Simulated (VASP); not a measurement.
# BaTiO3 (Amm2) in VASP: single point with PBE

Aim: the single point of BaTiO3 with PBE.

All numbers are computed with VASP 6.6.1; they aren't measurements. Logs are shortened: lines on timing, memory, paths and dates and some standing lists are left out, and cuts for length are marked.

### Step 1. The cell of the first run

The structure is orthorhombic, space group Amm2 (No. 38). The conventional cell has a = 3.973 Å, b = 5.781 Å, c = 5.831 Å, α = 90.00°, β = 90.00°, γ = 90.00°. Within 3.7 Å of Ba (site symmetry mm2) lie 12 O at 2.77 to 3.06 Å and 8 Ti at 3.45 to 3.61 Å. Ti (site symmetry mm2) has 6 O at 1.85 to 2.27 Å within 2.5 Å. Within 2.5 Å of O (site symmetry m) lie 2 Ti at 1.85 to 2.27 Å. O (site symmetry mm2) has 2 Ti at 2.00 Å and 3 Ba at 2.77 to 2.89 Å and 8 O at 2.82 to 2.89 Å within 2.9 Å.

### Step 2. Single point, PBE

INCAR reads:

```
PREC = Accurate ; ENCUT = 1340
EDIFF = 1E-6 ; ISMEAR = 0
SIGMA = 0.02 ; LREAL = False
LASPH = True ; NELM = 120
ALGO = Normal ; ISIF = 2
LWAVE = False ; LCHARG = False
GGA = PE ; NBANDS = 28
GGA_COMPAT = False
```

KPOINTS reads:

```
regular mesh
0
Gamma
  6 6 6
```

POSCAR reads:

```
BaTiO3
1.0
    3.9725052574      0.0000000000      0.0000000000
    0.0000000000      2.8904445088      2.9153854155
    0.0000000000     -2.8904445088      2.9153854155
Ba Ti O
1 1 3
Direct
    0.0000000000      0.0082750946      0.0082750946
    0.5000000000      0.5244580684      0.5244580684
    0.5000000000      0.9731675953      0.4899429154
    0.5000000000      0.4899429154      0.9731675953
    0.0000000000      0.4840563263      0.4840563263
```

Potentials or basis: VASP PAW PBE potentials, release 64 (Ba_sv, Ti_sv, O_h).

On the command line:

```console
$ cat potpaw_PBE.64/Ba_sv/POTCAR potpaw_PBE.64/Ti_sv/POTCAR potpaw_PBE.64/O_h/POTCAR > POTCAR
$ mpirun -np 1 vasp_std > vasp.out
```

OUTCAR:

```text
PREC = Accurate
   ENCUT = 1340
   EDIFF = 1E-6
   ISMEAR = 0
   LREAL = False
   LASPH = True
   NELM = 120
   ISIF = 2
   GGA = PE

 ion  position               nearest neighbor table
   1  0.000  0.008  0.008-   5 2.77   4 2.81   3 2.81   3 2.81   4 2.81   5 2.89   5 2.89   4 2.92
                             3 2.92   3 2.92   4 2.92   5 3.06   2 3.45   2 3.45   2 3.51   2 3.51
   2  0.500  0.524  0.524-   3 1.85   4 1.85   5 2.00   5 2.00   1 3.45   1 3.45   1 3.51   1 3.51
                             1 3.51   1 3.51   1 3.61   1 3.61
   3  0.500  0.973  0.490-   2 1.85   1 2.81   1 2.81   1 2.92   1 2.92
   4  0.500  0.490  0.973-   2 1.85   1 2.81   1 2.81   1 2.92   1 2.92
   5  0.000  0.484  0.484-   2 2.00   2 2.00   1 2.77   1 2.89   1 2.89   1 3.06

  LATTYP: Found a base centered orthorhombic cell.
 ALAT       =     5.7808890176
 B/A-ratio  =     1.0086287443
 C/A-ratio  =     0.6871789521

  Lattice vectors:

 A1 = (   0.0000000000,   2.8904445088,  -2.9153854155)
 A2 = (   0.0000000000,   2.8904445088,   2.9153854155)
 A3 = (   3.9725052574,   0.0000000000,   0.0000000000)

Analysis of symmetry for initial positions (statically):
=====================================================================
 Subroutine PRICEL returns:
 Original cell was already a primitive cell.

 Routine SETGRP: Setting up the symmetry group for a
 base centered orthorhombic supercell.

 Subroutine GETGRP returns: Found  4 space group operations
 (whereof  4 operations were pure point group operations)
 out of a pool of  8 trial point group operations.

The static configuration has the point symmetry C_2v.

Analysis of symmetry for dynamics (positions and initial velocities):
=====================================================================
 Subroutine PRICEL returns:
 Original cell was already a primitive cell.

 Routine SETGRP: Setting up the symmetry group for a
 base centered orthorhombic supercell.

 Subroutine GETGRP returns: Found  4 space group operations
 (whereof  4 operations were pure point group operations)
 out of a pool of  8 trial point group operations.

The dynamic configuration has the point symmetry C_2v.

 Subroutine INISYM returns: Found  4 space group operations
 (whereof  4 operations are pure point group operations),
 and found     1 'primitive' translations

----------------------------------------------------------------------------------------

                                     Primitive cell

  volume of cell :      66.9507

  direct lattice vectors                    reciprocal lattice vectors
     3.972505257  0.000000000  0.000000000     0.251730315  0.000000000  0.000000000
     0.000000000  2.890444509  2.915385415     0.000000000  0.172983774  0.171503911
     0.000000000 -2.890444509  2.915385415     0.000000000 -0.172983774  0.171503911

  length of vectors
     3.972505257  4.105379590  4.105379590     0.251730315  0.243591826  0.243591826

  position of ions in fractional coordinates (direct lattice)
     0.000000000  0.008275095  0.008275095
     0.500000000  0.524458068  0.524458068
     0.500000000  0.973167595  0.489942915
     0.500000000  0.489942915  0.973167595
     0.000000000  0.484056326  0.484056326

  ion indices of the primitive-cell ions
   primitive index   ion index
                 1           1
                 2           2
                 3           3
                 4           4
                 5           5

----------------------------------------------------------------------------------------

 KPOINTS: regular mesh

Automatic generation of k-mesh.
 Grid dimensions read from file:
 generate k-points for:    6    6    6

 Generating k-lattice:

  Cartesian coordinates                     Fractional coordinates (reciprocal lattice)
     0.041955053  0.000000000  0.000000000     0.166666667  0.000000000  0.000000000
     0.000000000  0.028830629  0.028583985     0.000000000  0.166666667 -0.000000000
     0.000000000 -0.028830629  0.028583985     0.000000000 -0.000000000  0.166666667

  Length of vectors
     0.041955053  0.040598638  0.040598638

  Shift w.r.t. Gamma in fractional coordinates (k-lattice)
     0.000000000  0.000000000  0.000000000

 Subroutine IBZKPT returns following result:
 ===========================================

 Found     52 irreducible k-points:

 Following reciprocal coordinates:
            Coordinates               Weight
  0.000000  0.000000  0.000000      1.000000
  0.166667  0.000000  0.000000      2.000000
  0.333333  0.000000  0.000000      2.000000
  0.500000  0.000000  0.000000      1.000000
  0.000000  0.166667 -0.000000      4.000000
  0.166667  0.166667 -0.000000      8.000000
[... 16 lines left out ...]
  0.333333  0.333333  0.166667      8.000000
  0.500000  0.333333  0.166667      4.000000
 [... further k-points ...]
   k-points           NKPTS =     52   k-points in BZ     NKDIM =     52   number of bands    NBANDS=     28
   number of dos      NEDOS =    301   number of ions     NIONS =      5
   total plane-waves  NPLWV = 120000
   dimension x,y,z NGX =    48 NGY =   50 NGZ =   50
   dimension x,y,z NGXF=    96 NGYF=  100 NGZF=  100
   ions per type =               1   1   3
   NGX,Y,Z   is equivalent  to a cutoff of  20.09, 20.25, 20.25 a.u.
   NGXF,Y,Z  is equivalent  to a cutoff of  40.18, 40.49, 40.49 a.u.
 SYSTEM =  unknown system
   PREC   = accura    normal or accurate (medium, high low for compatibility)
   ISTART =      0    job   : 0-new  1-cont  2-samecut
   ICHARG =      2    charge: 1-file 2-atom 10-const
   ISPIN  =      1    spin polarized calculation?
   LNONCOLLINEAR =      F non collinear calculations
   LSORBIT =      F    spin-orbit coupling
   LASPH  =      T    aspherical Exc in radial PAW
   ENCUT  = 1340.0 eV  98.49 Ry    9.92 a.u.  11.86 12.25 12.25*2*pi/ulx,y,z
   NELM   =    120;   NELMIN=  2; NELMDL= -5     # of ELM steps
   EDIFF  = 0.1E-05   stopping-criterion for ELM
   LREAL  =      F    real-space projection
[... 7 lines left out ...]
   TEBEG  =    0.0;   TEEND  =   0.0 temperature during run
   PSTRESS=    0.0 pullay stress
   NELECT =      40.0000    total number of electrons
   NUPDOWN=      -1.0000    fix difference up-down
   EMIN   =  10.00;   EMAX   =-10.00  energy-range for DOS
   EFERMI =   0.00;   METHOD = LEGACY
   ISMEAR =     0;   SIGMA  =   0.02  broadening in eV -4-tet -1-fermi 0-gaus
   EFERMI_NEDOS =   21; number of points for ismear=-14 and -15
   IALGO  =     38    algorithm
   IMIX   =      4    mixing-type and parameters
     AMIX     =   0.40;   BMIX     =  1.00
     AMIX_MAG =   1.60;   BMIX_MAG =  1.00
  volume/ion in A,a.u.               =      13.39        90.36
  Fermi-wavevector in a.u.,A,eV,Ry     =   1.378827  2.605605 25.866907  1.901164
  Thomas-Fermi vector in A             =   2.503853
   LORBIT       =      0    0 simple, 1 ext, 2 COOP (PROOUT), +10 PAW based schemes
   GGA     = PE    functional components
   LHFCALC =     F    Hartree Fock is set to
   AEXX    =    0.0000 exact exchange contribution
   IVDW    =     0    specifies the selected vdW correction
   LEPSILON=     F    determine dielectric tensor
   LRPA    =     F    only Hartree local field effects (RPA)
 non-spin polarized calculation
 Gauss-broadening in eV      SIGMA  =   0.02
  energy-cutoff  :     1340.00
  volume of cell :       66.95
 maximum number of plane-waves:      7512
 NGX is ok and might be reduce to    48
   NGX = 23   NGY = 25   NGZ = 25

 number of electron      40.0000001 magnetization

 Free energy of the ion-electron system (eV)
  ---------------------------------------------------
  ext. energy  EPLUGINS =         0.00000000
  ---------------------------------------------------
  free energy    TOTEN  =       -40.08336642 eV

  energy without entropy =      -40.08336642  energy(sigma->0) =      -40.08336642

 E-fermi :   4.1274     XC(G=0): -11.0073

 val. band max:        3.8434360545   @ k =   0.5000   0.5000   0.5000
 cond. band min:       6.1934718735   @ k =   0.0000   0.0000   0.0000
 fundamental gap:      2.3500358190
 Fermi energy:         4.1273658458

 k-point     1 :       0.0000    0.0000    0.0000
  band No.  band energies     occupation
      1     -52.5299      2.00000
      2     -28.8114      2.00000
      3     -28.8091      2.00000
      4     -28.7263      2.00000
      5     -21.1336      2.00000
      6     -12.9364      2.00000
[... 20 lines left out ...]
     27       9.0209      0.00000
     28      10.6796      0.00000

 k-point     2 :       0.1667    0.0000    0.0000
  band No.  band energies     occupation
      1     -52.5297      2.00000
      2     -28.8108      2.00000
      3     -28.8085      2.00000
      4     -28.7402      2.00000
      5     -21.1065      2.00000
      6     -12.9447      2.00000
[... 20 lines left out ...]
     27       9.5063      0.00000
     28      11.3434      0.00000

 k-point     3 :       0.3333    0.0000    0.0000
  band No.  band energies     occupation
      1     -52.5291      2.00000
      2     -28.8097      2.00000
      3     -28.8075      2.00000
      4     -28.7677      2.00000
      5     -21.0513      2.00000
      6     -13.0373      2.00000
[... 20 lines left out ...]
     27      10.4927      0.00000
     28      11.9115      0.00000

 k-point     4 :       0.5000    0.0000    0.0000
  band No.  band energies     occupation
      1     -52.5288      2.00000
      2     -28.8091      2.00000
      3     -28.8069      2.00000
      4     -28.7814      2.00000
      5     -21.0231      2.00000
      6     -13.1061      2.00000
[... 578 lines left out ...]
     27      11.1628      0.00000
     28      11.9940      0.00000

 k-point    23 :       0.3333    0.3333    0.1667
  band No.  band energies     occupation
      1     -52.5284      2.00000
      2     -28.8360      2.00000
      3     -28.8166      2.00000
      4     -28.7656      2.00000
      5     -20.9915      2.00000
      6     -12.7009      2.00000
[... 20 lines left out ...]
     27      11.7924      0.00000
     28      11.9581      0.00000

 k-point    24 :       0.5000    0.3333    0.1667
  band No.  band energies     occupation
      1     -52.5282      2.00000
      2     -28.8353      2.00000
      3     -28.8160      2.00000
      4     -28.7791      2.00000
      5     -20.9705      2.00000
      6     -12.6578      2.00000
[... 20 lines left out ...]
     27      11.8291      0.00000
     28      12.1851      0.00000

 [... further k-points ...]
[... 5 lines left out ...]
  --------------------------------------------------------------------------------------
  -------------------------------------------------------------------------------------
  Total        0.5795326      0.5873063      0.5682981      0.0000000      0.0000000      0.0000000
  in kB       13.8686247     14.0546548     13.5997751      0.0000000      0.0000000      0.0000000
  external PRESSURE =      13.8410182 kB  Pullay stress =       0.0000000 kB

 VOLUME and BASIS-vectors are now :
 -----------------------------------------------------------------------------
  energy-cutoff  :     1340.00
  volume of cell :       66.95
      direct lattice vectors                 reciprocal lattice vectors
     3.972505257  0.000000000  0.000000000     0.251730315  0.000000000  0.000000000
     0.000000000  2.890444509  2.915385415     0.000000000  0.172983774  0.171503911
     0.000000000 -2.890444509  2.915385415     0.000000000 -0.172983774  0.171503911

 POSITION                                       TOTAL-FORCE (eV/Angst)
 -----------------------------------------------------------------------------------
      0.00000      0.00000      0.04825         0.000000     -0.000000     -0.048072
      1.98625      0.00000      3.05799         0.000000     -0.000000     -0.044982
      1.98625      1.39673      4.26553         0.000000      0.014703      0.037228
      1.98625     -1.39673      4.26553         0.000000     -0.014703      0.037228
      0.00000      0.00000      2.82242         0.000000     -0.000000      0.018599
 -----------------------------------------------------------------------------------
    total drift:                                0.000000      0.000000     -0.000584

  FREE ENERGIE OF THE ION-ELECTRON SYSTEM (eV)
  ---------------------------------------------------
  free  energy   TOTEN  =       -40.0833664178 eV

  energy  without entropy=      -40.0833664178  energy(sigma->0) =      -40.08336642
```

Wall time 7.6 min (1 thread of AMD EPYC 7R43 (Zen 3), shared host); peak memory 0.57 GiB.

What came out:

- Free energy: -40.0834 eV
- Pressure: 1.4 GPa
- Largest force: 0.048 eV/Å
- Band gap on the k mesh: 2.35 eV (least direct gap 2.89 eV)

Forces on the atoms (eV/Å):
```
Ba   0.000  0.000 -0.048
Ti   0.000  0.000 -0.045
O    0.000  0.015  0.037
O    0.000 -0.015  0.037
O    0.000  0.000  0.019
```

Caveat: spin-orbit coupling is left out, which moves the levels of the heavy elements. A k mesh can miss the band edges.
